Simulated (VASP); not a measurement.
A run of VASP 6.6.1:

POSCAR

```
GaN
1.0
    0.0000000000      2.1085153689      2.1085153689
    2.1085153689      0.0000000000      2.1085153689
    2.1085153689      2.1085153689      0.0000000000
Ga N
1 1
Direct
    0.5000000000      0.5000000000      0.5000000000
    0.0000000000      0.0000000000      0.0000000000
```

The input INCAR.step1:

```
  ALGO = Normal
  EDIFF = 1E-5
  ENCUT = 520
  GGA = PE
  ISIF = 2
  ISMEAR = 0
  LASPH = T
  LCHARG = F
  LREAL = F
  LWAVE = T
  NBANDS = 16
  NELM = 100
  PREC = Accurate
  SIGMA = 0.01
```

The input INCAR.step2:

```
  AEXX = 0.75
  ALGO = Normal
  EDIFF = 1E-6
  ENCUT = 520
  GGA = PE
  HFSCREEN = 0.5
  ISIF = 2
  ISMEAR = 0
  ISTART = 1
  LASPH = T
  LCHARG = F
  LHFCALC = T
  LREAL = F
  LWAVE = F
  NBANDS = 16
  NELM = 100
  PREC = Accurate
  PRECFOCK = Normal
  SIGMA = 0.01
```

The input KPOINTS:

```
k-points
0
Gamma
  6 6 6
```

Potentials or basis: VASP PAW PBE potentials, release 64 (Ga_d, N).

Run with:

```bash
$ cat potpaw_PBE.64/Ga_d/POTCAR potpaw_PBE.64/N/POTCAR > POTCAR
$ cp INCAR.step1 INCAR
$ mpirun -np 1 vasp_std > vasp.out
$ cp INCAR.step2 INCAR
$ mpirun -np 1 vasp_std > vasp.out
```

Hardware: 1 thread of AMD EPYC 7R13 Processor (Zen 3) (shared host).

Q: Estimate the wall time of this run.

A: Wall time 26 min on 1 thread of AMD EPYC 7R13 Processor (Zen 3), with other jobs on the host, peak memory 0.23 GiB. Counts: k points 16.
